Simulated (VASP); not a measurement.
# LiF in VASP: further runs

LiF is run at these levels: r2SCAN; tasks: single point.

Program: VASP 6.6.1. These are calculated values, not measurements. Logs are shortened: lines on timing, memory, paths and dates and some standing lists are left out, and cuts for length are marked.

### 1 The cell of the first run

Symmetry: R-3m, No. 166, trigonal system. The conventional cell has a = 3.559 Å, b = 3.559 Å, c = 4.439 Å, α = 90.00°, β = 90.00°, γ = 120.00°. Within 2.9 Å of Li (site symmetry -3m) lie 8 F at 2.18 to 2.22 Å and 6 Li at 2.53 Å. Within 2.9 Å of F (site symmetry -3m) lie 8 Li at 2.18 to 2.22 Å and 6 F at 2.53 Å.

### 2 Single point, r2SCAN (strain along [111] +1.9%)

Contents of POSCAR:

```
LiF
1.0
    2.5318592468      0.0156008024      0.0156008024
    0.0156008024      2.5318592468      0.0156008024
    0.0156008024      0.0156008024      2.5318592468
Li F
1 1
Direct
    0.0000000000      0.0000000000      0.0000000000
    0.5000000000      0.5000000000      0.5000000000
```

Contents of INCAR.step1:

```
PREC = Accurate ; ENCUT = 1490
ISMEAR = 0 ; SIGMA = 0.01
LREAL = F ; LASPH = T
NELM = 120 ; NBANDS = 12
GGA = PE ; ALGO = Normal
EDIFF = 1E-5 ; LWAVE = T
LCHARG = F ; GGA_COMPAT = F
```

Contents of INCAR.step2:

```
PREC = Accurate ; ENCUT = 1490
EDIFF = 1E-6 ; ISMEAR = 0
SIGMA = 0.01 ; LREAL = F
LASPH = T ; NELM = 120
ALGO = Normal ; ISIF = 2
LWAVE = F ; LCHARG = F
METAGGA = R2SCAN ; LMIXTAU = T
NBANDS = 12 ; ISTART = 1
GGA_COMPAT = F
```

Contents of KPOINTS:

```
Automatic mesh
0
Gamma
  10 10 10
```

Potentials or basis: VASP PAW PBE potentials, release 64 (Li_sv, F_h).

Launch:

```bash
$ cat potpaw_PBE.64/Li_sv/POTCAR potpaw_PBE.64/F_h/POTCAR > POTCAR
$ cp INCAR.step1 INCAR
$ mpirun -np 1 vasp_std > vasp.out
$ cp INCAR.step2 INCAR
$ mpirun -np 1 vasp_std > vasp.out
```

OUTCAR:

```text
PREC = Accurate
   ENCUT = 1490
   EDIFF = 1E-6
   ISMEAR = 0
   LREAL = F
   LASPH = T
   NELM = 120
   ISIF = 2
   METAGGA = R2SCAN
   ISTART = 1

 ion  position               nearest neighbor table
   1  0.000  0.000  0.000-
   2  0.500  0.500  0.500-

  LATTYP: Found a trigonal (rhomboedric) cell.
 ALAT       =     2.5319553740
 COS(alpha) =     0.0123606229

  Lattice vectors:

 A1 = (   2.5318592468,   0.0156008024,   0.0156008024)
 A2 = (   0.0156008024,   2.5318592468,   0.0156008024)
 A3 = (   0.0156008024,   0.0156008024,   2.5318592468)

Analysis of symmetry for initial positions (statically):
=====================================================================
 Subroutine PRICEL returns:
 Original cell was already a primitive cell.

 Routine SETGRP: Setting up the symmetry group for a
 trigonal (rhombohedral) supercell.

 Subroutine GETGRP returns: Found 12 space group operations
 (whereof 12 operations were pure point group operations)
 out of a pool of 12 trial point group operations.

The static configuration has the point symmetry D_3d.

Analysis of symmetry for dynamics (positions and initial velocities):
=====================================================================
 Subroutine PRICEL returns:
 Original cell was already a primitive cell.

 Routine SETGRP: Setting up the symmetry group for a
 trigonal (rhombohedral) supercell.

 Subroutine GETGRP returns: Found 12 space group operations
 (whereof 12 operations were pure point group operations)
 out of a pool of 12 trial point group operations.

The dynamic configuration has the point symmetry D_3d.

 Subroutine INISYM returns: Found 12 space group operations
 (whereof 12 operations are pure point group operations),
 and found     1 'primitive' translations

----------------------------------------------------------------------------------------

                                     Primitive cell

  volume of cell :      16.2282

  direct lattice vectors                    reciprocal lattice vectors
     2.531859247  0.015600802  0.015600802     0.394996474 -0.002418983 -0.002418983
     0.015600802  2.531859247  0.015600802    -0.002418983  0.394996474 -0.002418983
     0.015600802  0.015600802  2.531859247    -0.002418983 -0.002418983  0.394996474

  length of vectors
     2.531955374  2.531955374  2.531955374     0.395011288  0.395011288  0.395011288

  position of ions in fractional coordinates (direct lattice)
[... 87 lines left out ...]
   POTIM  = 0.5000    time-step for ionic-motion
   TEBEG  =    0.0;   TEEND  =   0.0 temperature during run
   PSTRESS=    0.0 pullay stress
   NELECT =      10.0000    total number of electrons
   NUPDOWN=      -1.0000    fix difference up-down
   EMIN   =  10.00;   EMAX   =-10.00  energy-range for DOS
   EFERMI =   0.00;   METHOD = LEGACY
   ISMEAR =     0;   SIGMA  =   0.01  broadening in eV -4-tet -1-fermi 0-gaus
   EFERMI_NEDOS =   21; number of points for ismear=-14 and -15
   IALGO  =     38    algorithm
   IMIX   =      4    mixing-type and parameters
     AMIX     =   0.40;   BMIX     =  1.00
     AMIX_MAG =   1.60;   BMIX_MAG =  1.00
  volume/ion in A,a.u.               =       8.11        54.76
  Fermi-wavevector in a.u.,A,eV,Ry     =   1.393109  2.632594 26.405535  1.940752
  Thomas-Fermi vector in A             =   2.516787
   LORBIT       =      0    0 simple, 1 ext, 2 COOP (PROOUT), +10 PAW based schemes
   METAGGA = R2SCAN    functional components
   LHFCALC =     F    Hartree Fock is set to
   AEXX    =    0.0000 exact exchange contribution
   IVDW    =     0    specifies the selected vdW correction
   LEPSILON=     F    determine dielectric tensor
   LRPA    =     F    only Hartree local field effects (RPA)
 non-spin polarized calculation
 Gauss-broadening in eV      SIGMA  =   0.01
  energy-cutoff  :     1490.00
  volume of cell :       16.23
 maximum number of plane-waves:      2152
   NGX = 15   NGY = 15   NGZ = 15

 number of electron      10.0000001 magnetization

 Free energy of the ion-electron system (eV)
  ---------------------------------------------------
  ext. energy  EPLUGINS =         0.00000000
  ---------------------------------------------------
  free energy    TOTEN  =       -11.28458936 eV

  energy without entropy =      -11.28458936  energy(sigma->0) =      -11.28458936

 E-fermi :   0.3713     XC(G=0): -10.6393

 val. band max:        0.2523998902   @ k =   0.5000   0.5000   0.0000
 cond. band min:       9.1828653857   @ k =   0.0000   0.0000   0.0000
 fundamental gap:      8.9304654955
 Fermi energy:         0.3713040877

 k-point     1 :       0.0000    0.0000    0.0000
  band No.  band energies     occupation
      1     -43.7204      2.00000
      2     -21.8182      2.00000
      3      -0.4880      2.00000
      4      -0.4880      2.00000
      5      -0.4106      2.00000
      6       9.1829      0.00000
      7      20.4052      0.00000
      8      20.4052      0.00000
      9      23.2341      0.00000
     10      23.4060      0.00000
     11      23.4060      0.00000
     12      40.4509      0.00000
[... 331 lines left out ...]
 k-point    24 :       0.4000    0.3000   -0.0000
  band No.  band energies     occupation
      1     -43.6485      2.00000
      2     -21.0402      2.00000
      3      -3.0437      2.00000
      4      -2.2420      2.00000
      5       0.1121      2.00000
      6      13.1265      0.00000
      7      15.6927      0.00000
      8      16.8884      0.00000
      9      24.0607      0.00000
     10      24.4201      0.00000
     11      32.0575      0.00000
     12      33.4037      0.00000

 [... further k-points ...]

------------------------ aborting loop because EDIFF is reached ----------------------------------------

  FORCE on cell =-STRESS in cart. coord.  units (eV):
  Direction    XX          YY          ZZ          XY          YZ          ZX
  --------------------------------------------------------------------------------------
  -------------------------------------------------------------------------------------
  Total       -0.2457254     -0.2457254     -0.2457254      0.0370448      0.0370448      0.0370448
  in kB      -24.2600212    -24.2600212    -24.2600212      3.6573704      3.6573704      3.6573704
  external PRESSURE =     -24.2600212 kB  Pullay stress =       0.0000000 kB

 VOLUME and BASIS-vectors are now :
 -----------------------------------------------------------------------------
  energy-cutoff  :     1490.00
  volume of cell :       16.23
      direct lattice vectors                 reciprocal lattice vectors
     2.531859247  0.015600802  0.015600802     0.394996474 -0.002418983 -0.002418983
     0.015600802  2.531859247  0.015600802    -0.002418983  0.394996474 -0.002418983
     0.015600802  0.015600802  2.531859247    -0.002418983 -0.002418983  0.394996474

 POSITION                                       TOTAL-FORCE (eV/Angst)
 -----------------------------------------------------------------------------------
      0.00000      0.00000      0.00000        -0.000000      0.000000     -0.000000
      1.28153      1.28153      1.28153         0.000000     -0.000000      0.000000
 -----------------------------------------------------------------------------------
    total drift:                                0.000000      0.000000     -0.000000

  FREE ENERGIE OF THE ION-ELECTRON SYSTEM (eV)
  ---------------------------------------------------
  free  energy   TOTEN  =       -11.2845893600 eV

  energy  without entropy=      -11.2845893600  energy(sigma->0) =      -11.28458936
```

Run time: 2.1 min. Hardware: 1 thread of Intel Xeon Platinum 8488C (Sapphire Rapids), shared host; peak memory 0.24 GiB.

What came out:

```yaml
Free_energy: -11.2846 eV
Pressure: -2.4 GPa
Band_gap_on_the_k_mesh: 8.93 eV (least direct gap 9.59 eV)
```

Caveat: the cell differs from its parent crystal (strain along [111] +1.9%); the structure was generated, so it needn't be the stable form of LiF; the PAW data sets were made with another functional, which shifts forces and pressure a little. A k mesh can miss the band edges.

### 3 Single point, r2SCAN (uniaxial x strain +2.9%)

Contents of POSCAR:

```
LiF
1.0
    2.5879718101      0.0000000000      0.0000000000
    0.0000000000      2.5162584444      0.0000000000
    0.0000000000      0.0000000000      2.5162584444
Li F
1 1
Direct
    0.0000000000      0.0000000000      0.0000000000
    0.5000000000      0.5000000000      0.5000000000
```

Contents of INCAR.step1:

```
ALGO = Normal
EDIFF = 1E-5
ENCUT = 1490
GGA = PE
GGA_COMPAT = F
ISMEAR = 0
LASPH = T
LCHARG = F
LREAL = F
LWAVE = T
NBANDS = 12
NELM = 120
PREC = Accurate
SIGMA = 0.01
```

Contents of INCAR.step2:

```
ALGO = Normal
EDIFF = 1E-6
ENCUT = 1490
GGA_COMPAT = F
ISIF = 2
ISMEAR = 0
ISTART = 1
LASPH = T
LCHARG = F
LMIXTAU = T
LREAL = F
LWAVE = F
METAGGA = R2SCAN
NBANDS = 12
NELM = 120
PREC = Accurate
SIGMA = 0.01
```

Contents of KPOINTS:

```
k-points
0
Gamma
  10 10 10
```

Potentials or basis: VASP PAW PBE potentials, release 64 (Li_sv, F_h).

Launch:

```bash
$ cat potpaw_PBE.64/Li_sv/POTCAR potpaw_PBE.64/F_h/POTCAR > POTCAR
$ cp INCAR.step1 INCAR
$ mpirun -np 1 vasp_std > vasp.out
$ cp INCAR.step2 INCAR
$ mpirun -np 1 vasp_std > vasp.out
```

It took 3.3 min on 1 thread of Intel Xeon Platinum 8259CL at 2.50GHz (Skylake/Cascade Lake), shared host; peak memory 0.26 GiB.

It converged, with:

```yaml
Free_energy: -11.2729 eV
Pressure: -3.1 GPa
Band_gap_on_the_k_mesh: 8.75 eV (least direct gap 9.42 eV)
```

Stress tensor (GPa, compression positive):
```
-8.72  0.00  0.00
 0.00 -0.24  0.00
 0.00  0.00 -0.24
```

Levels at points of the mesh, in eV from the valence-band top:
```
           k point  band 3  band 4  band 5  band 6  band 7  band 8
(0.00, 0.00, 0.00)   -0.98   -0.67   -0.67    8.75   19.67   20.38
(0.50, 0.00, 0.00)   -3.83   -0.31   -0.31   10.35   15.26   22.25
(0.00, 0.50, 0.00)   -3.84   -0.52   -0.26   10.13   15.66   21.45
(0.50, 0.50, 0.00)   -3.50   -3.40    0.00   14.61   14.75   15.23
(0.00, 0.50, 0.50)   -3.39   -3.39   -0.19   14.83   14.97   14.97
(0.50, 0.50, 0.50)   -2.47   -2.47   -2.36   12.12   12.12   12.36
```

Caveat: the cell differs from its parent crystal (uniaxial x strain +2.9%); the stress differs along the axes, from -9 to -0 GPa; the structure was generated, so it needn't be the stable form of LiF; the PAW data sets were made with another functional, which shifts forces and pressure a little. A k mesh can miss the band edges.

### 4 Single point, r2SCAN (biaxial xy strain +3.6%)

Contents of POSCAR:

```
LiF
1.0
    2.6068437484      0.0000000000      0.0000000000
    0.0000000000      2.6068437484      0.0000000000
    0.0000000000      0.0000000000      2.5162584444
Li F
1 1
Direct
    0.0000000000      0.0000000000      0.0000000000
    0.5000000000      0.5000000000      0.5000000000
```

Contents of INCAR.step1:

```
PREC = Accurate
ENCUT = 1490
ISMEAR = 0
SIGMA = 0.01
LREAL = F
LASPH = T
NELM = 120
NBANDS = 12
GGA = PE
ALGO = Normal
EDIFF = 1E-5
LWAVE = T
LCHARG = F
GGA_COMPAT = F
```

Contents of INCAR.step2:

```
PREC = Accurate
ENCUT = 1490
EDIFF = 1E-6
ISMEAR = 0
SIGMA = 0.01
LREAL = F
LASPH = T
NELM = 120
ALGO = Normal
ISIF = 2
LWAVE = F
LCHARG = F
METAGGA = R2SCAN
LMIXTAU = T
NBANDS = 12
ISTART = 1
GGA_COMPAT = F
```

Contents of KPOINTS:

```
regular mesh
0
Gamma
  10 10 10
```

Potentials or basis: VASP PAW PBE potentials, release 64 (Li_sv, F_h).

Launch:

```bash
$ cat potpaw_PBE.64/Li_sv/POTCAR potpaw_PBE.64/F_h/POTCAR > POTCAR
$ cp INCAR.step1 INCAR
$ mpirun -np 1 vasp_std > vasp.out
$ cp INCAR.step2 INCAR
$ mpirun -np 1 vasp_std > vasp.out
```

OUTCAR:

```text
PREC = Accurate
   ENCUT = 1490
   EDIFF = 1E-6
   ISMEAR = 0
   LREAL = F
   LASPH = T
   NELM = 120
   ISIF = 2
   METAGGA = R2SCAN
   ISTART = 1

 ion  position               nearest neighbor table
   1  0.000  0.000  0.000-
   2  0.500  0.500  0.500-

  LATTYP: Found a simple tetragonal cell.
 ALAT       =     2.6068437484
 C/A-ratio  =     0.9652509653

  Lattice vectors:

 A1 = (   2.6068437484,   0.0000000000,   0.0000000000)
 A2 = (   0.0000000000,   2.6068437484,   0.0000000000)
 A3 = (   0.0000000000,   0.0000000000,   2.5162584444)

Analysis of symmetry for initial positions (statically):
=====================================================================
 Subroutine PRICEL returns:
 Original cell was already a primitive cell.

 Routine SETGRP: Setting up the symmetry group for a
 simple tetragonal supercell.

 Subroutine GETGRP returns: Found 16 space group operations
 (whereof 16 operations were pure point group operations)
 out of a pool of 16 trial point group operations.
[... 172 lines left out ...]
  band No.  band energies     occupation
      1     -44.1755      2.00000
      2     -21.9874      2.00000
      3      -0.9166      2.00000
      4      -0.9166      2.00000
      5      -0.5404      2.00000
      6       8.2912      0.00000
      7      19.2290      0.00000
      8      20.1549      0.00000
      9      21.9158      0.00000
     10      21.9158      0.00000
     11      23.0026      0.00000
     12      38.2583      0.00000
[... 331 lines left out ...]
 k-point    24 :       0.2000    0.0000    0.1000
  band No.  band energies     occupation
      1     -44.1584      2.00000
      2     -21.8076      2.00000
      3      -1.9700      2.00000
      4      -0.7927      2.00000
      5      -0.7513      2.00000
      6       9.3462      0.00000
      7      16.5865      0.00000
      8      19.4342      0.00000
      9      21.7016      0.00000
     10      24.2187      0.00000
     11      27.6276      0.00000
     12      32.8183      0.00000

 [... further k-points ...]

------------------------ aborting loop because EDIFF is reached ----------------------------------------

  FORCE on cell =-STRESS in cart. coord.  units (eV):
  Direction    XX          YY          ZZ          XY          YZ          ZX
  --------------------------------------------------------------------------------------
  -------------------------------------------------------------------------------------
  Total       -0.9669378     -0.9669378      0.1037569      0.0000000     -0.0000000      0.0000000
  in kB      -90.5990976    -90.5990976      9.7217010      0.0000000     -0.0000000      0.0000000
  external PRESSURE =     -57.1588314 kB  Pullay stress =       0.0000000 kB

 VOLUME and BASIS-vectors are now :
 -----------------------------------------------------------------------------
  energy-cutoff  :     1490.00
  volume of cell :       17.10
      direct lattice vectors                 reciprocal lattice vectors
     2.606843748  0.000000000  0.000000000     0.383605654  0.000000000  0.000000000
     0.000000000  2.606843748  0.000000000     0.000000000  0.383605654  0.000000000
     0.000000000  0.000000000  2.516258444     0.000000000  0.000000000  0.397415457

 POSITION                                       TOTAL-FORCE (eV/Angst)
 -----------------------------------------------------------------------------------
      0.00000      0.00000      0.00000         0.000000      0.000000      0.000000
      1.30342      1.30342      1.25813         0.000000      0.000000      0.000000
 -----------------------------------------------------------------------------------
    total drift:                                0.000000      0.000000      0.000000

  FREE ENERGIE OF THE ION-ELECTRON SYSTEM (eV)
  ---------------------------------------------------
  free  energy   TOTEN  =       -11.2487126906 eV

  energy  without entropy=      -11.2487126906  energy(sigma->0) =      -11.24871269
```

Wall time 3.7 min (1 thread of Intel Xeon Platinum 8259CL at 2.50GHz (Skylake/Cascade Lake), shared host); peak memory 0.27 GiB.

What came out:

```yaml
Free_energy: -11.2487 eV
Pressure: -5.7 GPa
Band_gap_on_the_k_mesh: 8.26 eV (least direct gap 8.83 eV)
```

Stress tensor (GPa, compression positive):
```
-9.06  0.00  0.00
 0.00 -9.06  0.00
 0.00  0.00  0.97
```

Caveat: the cell differs from its parent crystal (biaxial xy strain +3.6%); the stress differs along the axes, from -9 to 1 GPa; the structure was generated, so it needn't be the stable form of LiF; the PAW data sets were made with another functional, which shifts forces and pressure a little. A k mesh can miss the band edges.

### 5 Overview

```csv
cell,gap on the mesh (eV),pressure (GPa)
"a = 2.532 Å, angles 89.3°, 2 atoms",8.93,-2.4
"a = 2.588, b = 2.516, c = 2.516 Å, 2 atoms",8.75,-3.1
"a = 2.607, b = 2.607, c = 2.516 Å, 2 atoms",8.26,-5.7
```

Alike in all rows: task single point; level r2SCAN; potentials or basis VASP PAW PBE potentials, release 64 (Li_sv, F_h); no spin polarisation; k mesh 10 × 10 × 10; cutoff (eV) 1490; smearing gaussian 0.01 eV.

Caveats: the structure was generated, so it needn't be the stable form of LiF; the PAW data sets were made with another functional, which shifts forces and pressure a little; the stress differs along the axes, from -9 to -0 GPa (at least some runs); the stress differs along the axes, from -9 to 1 GPa (at least some runs).

Total energies depend on the potentials used, so only differences within one code and one set of settings carry meaning.
